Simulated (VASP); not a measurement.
Crystal: Si2Cl.

```xyz
3
Lattice="2.0405 1.1781 3.3573 -2.0405 1.1781 3.3573 0.0000 -2.3562 3.3573" Properties=species:S:1:pos:R:3 pbc="T T T"
Si    0.0000    0.0000    2.5054
Si    0.0000    0.0000    7.5664
Cl    0.0000    0.0000    0.0000
```

| Property | Result |
| --- | --- |
| Program | VASP 6.6.1 |
| Task | relaxation of cell and atoms |
| Functional | PBE |
| Potentials or basis | VASP PAW PBE potentials, release 64 (Si, Cl) |
| Cutoff | 600 eV |
| k mesh | 6 × 6 × 6 |
| Occupations | gaussian, width 0.1 eV |
| Spin | no spin polarisation |

At the start: pressure 16.5 GPa; volume 16.14 Å³/atom.

Task: Where does the relaxation end?

Result: Over 42 steps the energy falls by 1493.6 meV/atom and the volume is 23.88 Å³/atom (+48.0 %); space group Fm-3m (No. 225, to 0.1 Å) before, R-3m (No. 166, to 0.1 Å).

Step by step:
| step | energy change (eV) | largest force (eV/Å) | pressure (GPa) | volume (Å³) |
| --- | --- | --- | --- | --- |
| 1 | 0.0000 | 0.1012 | 16.52 | 48.42 |
| 3 | -0.6903 | 0.1925 | 0.08 | 63.65 |
| 5 | -0.6952 | 0.2578 | -0.13 | 64.00 |
| 7 | -0.7865 | 0.6051 | 0.02 | 64.12 |
| 9 | -2.0519 | 1.8989 | 1.85 | 64.24 |
| 11 | -3.7044 | 0.2360 | 9.77 | 63.14 |
| 13 | -3.7135 | 0.8156 | 11.39 | 62.83 |
| 15 | -3.6963 | 1.2205 | 12.17 | 62.66 |
| 17 | -3.6972 | 1.2335 | 12.17 | 62.67 |
| 19 | -3.7005 | 1.2935 | 12.19 | 62.70 |
| 21 | -3.7085 | 1.5315 | 12.38 | 62.83 |
| 23 | -3.7092 | 1.7232 | 12.58 | 62.91 |
| 25 | -3.7379 | 1.7346 | 12.39 | 63.09 |
| 27 | -3.8567 | 1.8837 | 11.25 | 63.87 |
| 29 | -3.8545 | 3.4472 | 5.50 | 66.87 |
| 31 | -4.0227 | 2.5449 | 7.30 | 65.91 |
| 33 | -4.4040 | 0.8509 | 3.08 | 68.37 |
| 35 | -4.4718 | 0.1285 | 0.93 | 70.40 |
| 37 | -4.4750 | 0.0151 | 0.95 | 70.38 |
| 39 | -4.4787 | 0.0930 | -0.63 | 72.47 |
| 41 | -4.4805 | 0.0522 | -0.07 | 71.70 |
| 42 | -4.4808 | 0.0357 | 0.00 | 71.65 |

Final structure:
```
CELL_PARAMETERS angstrom
1.94196 1.12119 5.48446
-1.94196 1.12119 5.48446
0.00000 -2.24239 5.48446
ATOMIC_POSITIONS crystal
Si 0.14591 0.14591 0.14591
Si 0.85409 0.85409 0.85409
Cl 0.00000 0.00000 0.00000
```

Caveat: the volume moved by over 15 % at a fixed basis, so the end points are rough; an odd number of electrons without spin polarisation forces a metal; a magnetic or distorted state may lie lower.
